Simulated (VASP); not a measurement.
ScAl2, 6 atoms in the cell. The structure is cubic, space group Fd-3m (No. 227). Conventional cell: a = 7.452 Å, b = 7.452 Å, c = 7.452 Å, α = 90.00°, β = 90.00°, γ = 90.00°. Within 4.1 Å of Sc (site symmetry -43m) lie 12 Al at 3.09 Å and 4 Sc at 3.23 Å. Within 3.5 Å of Al (site symmetry -3m) lie 6 Al at 2.63 Å and 6 Sc at 3.09 Å. 

* Program: VASP 6.6.1
* Task: single point
* Functional: LDA
* Potentials or basis: VASP PAW LDA potentials, release 64 (Sc_sv, Al)
* Cutoff: 520 eV
* k mesh: 8 × 8 × 8
* Occupations: gaussian, width 0.1 eV
* Spin: no spin polarisation
* Dipole correction: no
* Further INCAR settings: ALGO = Normal; EDIFF = 1e-06; NBANDS = 26

Potentials or basis: VASP PAW LDA potentials, release 64 (Sc_sv, Al).

Run with:

```bash
$ cat potpaw_LDA.64/Sc_sv/POTCAR potpaw_LDA.64/Al/POTCAR > POTCAR
$ mpirun -np 1 vasp_std > vasp.out
```

Hardware: 1 thread of Intel(R) Xeon(R) 6975P-C (Granite Rapids) (shared host).

Question: How long does it take, and how much memory?

Answer: It took 34 s on 1 thread of Intel(R) Xeon(R) 6975P-C (Granite Rapids), with other jobs on the host, peak memory 0.22 GiB. Counts: scf iterations 13, k points 29.
